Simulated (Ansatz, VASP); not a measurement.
# P: VASP beside Ansatz

The input POSCAR:

```
P
1.0
    4.1660822360      0.0000000000      0.0000000000
    0.0000000000      4.1660822360      0.0000000000
    0.0000000000      0.0000000000      4.1591000000
P
1
Direct
    0.0000000000      0.0000000000      0.0000000000
```

File INCAR.step1:

```
ALGO = Normal
EDIFF = 1E-4
ENCUT = 520
GGA = PE
ISMEAR = 0
LASPH = True
LCHARG = False
LREAL = False
LWAVE = True
NBANDS = 8
NELM = 60
PREC = Accurate
SIGMA = 0.15
```

The input INCAR.step2:

```
ALGO = Normal
EDIFF = 1E-7
ENCUT = 520
ISIF = 2
ISMEAR = 0
ISTART = 1
LASPH = True
LCHARG = False
LMIXTAU = True
LREAL = False
LWAVE = False
METAGGA = R2SCAN
NBANDS = 8
NELM = 60
PREC = Accurate
SIGMA = 0.15
```

The input KPOINTS:

```
k-points
0
Gamma
  12 12 12
```

Input for Ansatz:

```yaml
crystal:
  lattice:
    - [4.166082236, 0.0, 0.0]
    - [0.0, 4.166082236, 0.0]
    - [0.0, 0.0, 4.1591]
  atoms:
    - { symbol: P, position: [0.0, 0.0, 0.0] }
basis:
  ecutwfc: 500
kpoints:
  mp_grid: { grid: [12, 12, 12] }
hamiltonian:
  xc: r2scan
scf:
  occupations: { method: gaussian, width: 0.15 }
output:
  forces: true
  stress: true
  eigenvalues: true
```

Change from the starting cell: strain -0.025 along x and y, -0.050 along z, atoms carried along.

Alike in both runs: task single point; functional r2SCAN; k mesh 12 × 12 × 12; occupations gaussian, width 0.15 eV; no spin polarisation.

|  | VASP | Ansatz |
| --- | --- | --- |
| version | VASP 6.6.1 | Ansatz 0.2.0 |
| potentials or method | VASP PAW PBE potentials, release 64 (P), cutoff 520 eV | scalar-relativistic, plane waves, PAW |
| valence electrons in the cell | 5 | 5 |

|  | VASP | Ansatz | Ansatz less VASP |
| --- | --- | --- | --- |
| gap on the k mesh at the Fermi level (eV) | none | none | - |
| pressure (GPa) | -4.9 | -4.9 | 0.00 |

VASP's potentials were made for PBE, not for r2SCAN. A gap of «none» marks a metal or a gap that the smearing closes. With one functional, cell and mesh, what is left measures potentials, basis and numerics.
